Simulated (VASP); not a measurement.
Cr:

```
Cr
1.0
     3.34007    0.00000    0.00000
    -1.67003    2.89258    0.00000
     0.00000    0.00000    5.51111
Cr
4
Direct
  0.33333 0.66667 0.43750
  0.66667 0.33333 0.93750
  0.66667 0.33333 0.56250
  0.33333 0.66667 0.06250
```

This isn't the form of Cr at room conditions, which is bcc.

| Property | Result |
| --- | --- |
| Program | VASP 6.6.1 |
| Task | relaxation of cell and atoms |
| Functional | PBE |
| Potentials or basis | VASP PAW PBE potentials, release 64 (Cr_pv) |
| Cutoff | 600 eV |
| k mesh | 6 × 6 × 4 |
| Occupations | gaussian, width 0.1 eV |
| Spin | no spin polarisation |

At the start: pressure 35.6 GPa; volume 13.31 Å³/atom.

**Question.** How do energy, volume and symmetry change on relaxing?

**Answer.** Over 33 steps the energy falls by 1733.1 meV/atom and the volume is 12.09 Å³/atom (-9.2 %); space group P6_3/mmc (No. 194, to 0.1 Å) before and after.

The path:
| step | energy change (eV) | largest force (eV/Å) | pressure (GPa) | volume (Å³) |
| --- | --- | --- | --- | --- |
| 1 | 0.0000 | 0.7163 | 35.62 | 53.25 |
| 2 | -0.5384 | 0.1992 | -14.39 | 79.46 |
| 3 | -1.2156 | 0.4318 | -0.57 | 66.37 |
| 4 | -1.2155 | 0.4372 | -0.11 | 66.08 |
| 5 | -1.2685 | 0.4605 | -0.34 | 66.02 |
| 6 | -1.4931 | 0.4479 | -1.51 | 65.77 |
| 7 | -2.1416 | 0.3337 | -4.53 | 65.08 |
| 8 | -2.3512 | 6.0659 | 7.71 | 62.94 |
| 9 | -2.4533 | 1.1574 | -3.25 | 64.41 |
| 10 | -2.6387 | 2.7017 | 0.57 | 63.72 |
| 11 | -2.6324 | 3.1068 | 1.49 | 63.61 |
| 12 | -2.8303 | 2.6624 | -0.84 | 63.65 |
| 13 | -3.3187 | 1.6002 | -7.06 | 63.74 |
| 14 | -3.9771 | 0.3244 | -15.94 | 63.84 |
| 15 | -4.7767 | 0.5346 | -25.44 | 63.71 |
| 16 | -5.4877 | 0.6407 | -26.73 | 62.23 |
| 17 | -6.1316 | 0.0039 | -9.95 | 56.00 |
| 18 | -6.1407 | 0.1241 | -7.38 | 55.33 |
| 19 | -6.3042 | 0.4633 | -5.23 | 54.58 |
| 20 | -6.3997 | 0.8741 | -2.32 | 53.60 |
| 21 | -6.4065 | 0.9930 | -1.20 | 53.26 |
| 22 | -6.4898 | 1.0369 | -1.85 | 52.63 |
| 23 | -6.7147 | 0.5657 | -1.64 | 50.79 |
| 24 | -6.1974 | 1.2371 | 18.84 | 47.16 |
| 25 | -6.7132 | 0.4854 | -0.43 | 50.41 |
| 26 | -6.8138 | 0.1263 | -1.48 | 49.85 |
| 27 | -6.8689 | 0.2714 | -1.46 | 49.37 |
| 28 | -6.9305 | 0.1066 | 0.28 | 48.36 |
| 29 | -6.9306 | 0.0253 | 0.75 | 48.19 |
| 30 | -6.9311 | 0.0663 | 0.66 | 48.27 |
| 31 | -6.9319 | 0.0029 | -0.57 | 48.51 |
| 32 | -6.9319 | 0.0186 | -0.30 | 48.45 |
| 33 | -6.9322 | 0.0050 | 0.16 | 48.37 |

Final structure:
```
Cr
1.0
     2.60817    0.00000    0.00000
    -1.30409    2.25874    0.00000
     0.00000    0.00000    8.21090
Cr
4
Cartesian
  0.0000 1.5058 3.1129
  1.3041 0.7529 7.2184
  1.3041 0.7529 5.0980
  0.0000 1.5058 0.9925
```

Caveat: the k points lie up to 0.46 Å⁻¹ apart in the final cell; the highest band is partly filled, so the run has too few bands; a cell axis changed by over 15 % at a fixed basis, so the end point is rough; the run has no spin polarisation, though such a crystal can be magnetic.
